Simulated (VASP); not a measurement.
A run of VASP 6.6.1 is set up as follows.

The input INCAR:

```
PREC = Accurate ; ENCUT = 520
EDIFF = 1E-6 ; ISMEAR = 0
SIGMA = 0.1 ; LREAL = False
LASPH = True ; NELM = 100
ALGO = Normal ; ISIF = 2
LWAVE = False ; LCHARG = True
GGA = PE ; LELF = True
LVHAR = True ; NBANDS = 15
```

KPOINTS

```
Automatic mesh
0
Gamma
  6 6 6
```

The input POSCAR:

```
Na2Be
1.0
    5.0508494455      0.0000000001      0.0000000000
   -2.5254247228      4.3741639304      0.0000000000
    0.0000000000      0.0000000000      3.0060733248
Na Be
2 1
Direct
    0.3333333333      0.6666666667      0.5000000000
    0.6666666667      0.3333333333      0.5000000000
    0.0000000000      0.0000000000      0.0000000000
```

Potentials or basis: VASP PAW PBE potentials, release 64 (Na_pv, Be).

Launch:

```console
$ cat potpaw_PBE.64/Na_pv/POTCAR potpaw_PBE.64/Be/POTCAR > POTCAR
$ mpirun -np 1 vasp_std > vasp.out
```

(1) Estimate the band gap on the k mesh.

(2) Predict the pressure.

Answers

(1) zero (band 8 reaches 2.82 eV, above the bottom of band 9 at -0.42 eV).

(2) 0.1 GPa.
